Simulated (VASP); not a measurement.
Input of a VASP 6.6.1 run:

Contents of INCAR:

```
PREC     = Accurate       # precision mode
ENCUT    = 520            # plane-wave cutoff, eV
EDIFF    = 1E-7           # SCF threshold, eV
ISMEAR   = 0              # smearing method
SIGMA    = 0.15           # smearing width, eV
LREAL    = F              # projectors in reciprocal space
LASPH    = T              # aspherical terms in the spheres
NELM     = 80             # most SCF steps
ALGO     = Fast           # electronic algorithm
ISIF     = 2              # what is computed and relaxed
LWAVE    = F              # write WAVECAR
LCHARG   = T              # write CHGCAR
LELF     = T              # ELF
LVHAR    = T            
NBANDS   = 18             # bands
```

The input KPOINTS:

```
Automatic mesh
0
Gamma
  18 18 10
```

File POSCAR:

```
Sc
1.0
    3.3087978973      0.0000000000      0.0000000000
   -1.6543989486      2.8655030350      0.0000000000
    0.0000000000      0.0000000000      5.1099600000
Sc
2
Direct
    0.3333333333      0.6666666667      0.2500000000
    0.6666666667      0.3333333333      0.7500000000
```

Potentials or basis: VASP PAW LDA potentials, release 64 (Sc_sv).

Run with:

```console
$ cat potpaw_LDA.64/Sc_sv/POTCAR > POTCAR
$ mpirun -np 1 vasp_std > vasp.out
```

(1) Estimate the band gap on the k mesh.

(2) What does it give for the pressure?

## Answers

(1) zero (band 11 reaches 4.55 eV, above the bottom of band 12 at 3.01 eV).

(2) -3.9 GPa.

Caveat: the cell differs from its parent crystal (strain +0.000 along x and y, -0.030 along z).
